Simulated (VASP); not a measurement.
Runs of VASP 6.6.1 on AgCl. The structure is that of space group I4/mmm (No. 139), or close to it. The cells are those of the table. 

```tsv
cell	gap on the mesh (eV)	pressure (GPa)
a = 4.207, b = 4.207, c = 4.286 Å, angles 59.4, 59.4, 61.2°, 2 atoms	(a)	(b)
a = 4.130, b = 4.130, c = 4.286 Å, angles 58.7, 58.7, 62.5°, 2 atoms	0.88	-4.1
a = 3.896, b = 3.896, c = 4.127 Å, angles 58.0, 58.0, 64.0°, 2 atoms	0.72	1.4
a = 4.048, b = 4.048, c = 4.127 Å, angles 59.4, 59.4, 61.3°, 2 atoms	0.87	-2.7
a = 4.055, b = 4.055, c = 3.810 Å, angles 62.0, 62.0, 56.0°, 2 atoms	0.62	1.2
```

Alike in all rows: task single point; level PBE; potentials or basis VASP PAW PBE potentials, release 64 (Ag, Cl); no spin polarisation; k mesh 8 × 8 × 8; cutoff (eV) 520; smearing gaussian 0.05 eV.

Problem. Estimate the missing entries.

Solution. (a) 0.98; (b) -4.9.

A k mesh can miss the band edges, and the runs leave out spin-orbit coupling on Ag.
